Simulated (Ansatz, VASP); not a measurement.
# AlN in VASP and in Ansatz

The input INCAR:

```
ALGO     = Normal         # electronic algorithm
EDIFF    = 1E-6           # SCF threshold, eV
ENCUT    = 520            # plane-wave cutoff, eV
GGA      = PS             # functional
ISIF     = 2              # what is computed and relaxed
ISMEAR   = 0              # smearing method
LASPH    = True           # aspherical terms in the spheres
LCHARG   = False          # write CHGCAR
LREAL    = False          # projectors in reciprocal space
LWAVE    = False          # write WAVECAR
NBANDS   = 26             # bands
NELM     = 80             # most SCF steps
PREC     = Accurate       # precision mode
SIGMA    = 0.05           # smearing width, eV
```

The input KPOINTS:

```
k-points
0
Gamma
  8 8 3
```

File POSCAR:

```
AlN
1.0
   -3.1135599822      0.0000000000      0.0000000000
   -1.5567799911     -2.6964220408      0.0000000000
   -0.5189266637     -0.8988073469     10.2667009506
Al N
4 4
Direct
    0.3333333333      0.0406417320      0.8780748041
    0.3333333333      0.2024382850      0.3926851450
    0.6666666667      0.6166698949      0.1499903154
    0.6666666667      0.4548733418      0.6353799746
    0.3333333333      0.3024318286      0.0927045142
    0.3333333333      0.1406352755      0.5780941734
    0.6666666667      0.5548668854      0.3353993438
    0.6666666667      0.3930703323      0.8207890030
```

Input for Ansatz:

```yaml
crystal:
  lattice:
    - [-3.1135599822, 0.0, 0.0]
    - [-1.5567799911, -2.6964220408, 0.0]
    - [-0.5189266637, -0.8988073469, 10.2667009506]
  atoms:
    - { symbol: Al, position: [0.3333333333, 0.040641732, 0.8780748041] }
    - { symbol: Al, position: [0.3333333333, 0.202438285, 0.392685145] }
    - { symbol: Al, position: [0.6666666667, 0.6166698949, 0.1499903154] }
    - { symbol: Al, position: [0.6666666667, 0.4548733418, 0.6353799746] }
    - { symbol: "N", position: [0.3333333333, 0.3024318286, 0.0927045142] }
    - { symbol: "N", position: [0.3333333333, 0.1406352755, 0.5780941734] }
    - { symbol: "N", position: [0.6666666667, 0.5548668854, 0.3353993438] }
    - { symbol: "N", position: [0.6666666667, 0.3930703323, 0.820789003] }
basis:
  ecutwfc: 520.0
kpoints:
  mp_grid: { grid: [8, 8, 3] }
hamiltonian:
  xc: pbesol
  pseudopotentials: { kind: paw, azcp: { folder: soft_1 } }
scf:
  occupations: { method: gaussian, width: 0.05 }
output:
  forces: true
  stress: true
  eigenvalues: true
```

Alike in both runs: task single point; functional PBEsol; k mesh 8 × 8 × 3; occupations gaussian, width 0.05 eV; no spin polarisation.

|  | VASP | Ansatz |
| --- | --- | --- |
| version | VASP 6.6.1 | Ansatz 0.2.0 |
| potentials or method | VASP PAW PBE potentials, release 64 (Al, N), cutoff 520 eV | scalar-relativistic, plane waves, PAW |
| valence electrons in the cell | 32 | 32 |

|  | VASP | Ansatz | Ansatz less VASP |
| --- | --- | --- | --- |
| gap on the k mesh at the Fermi level (eV) | 3.08 | 3.07 | -0.017 |
| least direct gap on the mesh (eV) | 3.08 | 3.07 | -0.017 |
| pressure (GPa) | -3.6 | -3.6 | -0.01 |
| traceless stress, the component that is largest in VASP (GPa) | 3.34 | 3.33 | -0.014 |
| rms of the force components (eV/Å) | 0.448 | 0.449 | +0.0007 |

VASP's potentials were made for PBE, not for PBEsol, and Ansatz warns of the same on its side. Atom by atom the forces differ by 0.003 eV/Å (rms over components). With one functional, cell and mesh, what is left measures potentials, basis and numerics.
